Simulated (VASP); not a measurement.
CeO2:

```xyz
3
Lattice="0.0000 2.7186 2.7186 2.7186 0.0000 2.7186 2.7186 2.7186 0.0000" Properties=species:S:1:pos:R:3 pbc="T T T"
Ce    0.0000    0.0000    0.0000
O     1.3593    1.3593    1.3593
O     4.0780    4.0780    4.0780
```

Base run:

- Program: VASP 6.6.1
- Functional: r2SCAN
- Potentials or basis: VASP PAW PBE potentials, release 64 (Ce, O)
- Cutoff: 520 eV
- k mesh: 6 × 6 × 6
- Occupations: gaussian, width 0.01 eV
- Spin: no spin polarisation

Its results: band gap on the k mesh 2.28 eV (least direct gap 2.36 eV); pressure -0.2 GPa.

Problem. The run is repeated on the same cell with these changes: functional from r2SCAN to PBE; k mesh from 6 × 6 × 6 to 8 × 8 × 8. What comes out?

Solution. Band gap on the k mesh 1.91 eV (least direct gap 2.01 eV); pressure 2.6 GPa.

Several settings changed at once.

Caveats: spin-orbit coupling is left out, which moves the levels of the heavy elements; the PAW data sets were made with another functional, which shifts forces and pressure a little (at least some runs).

A k mesh can miss the band edges.
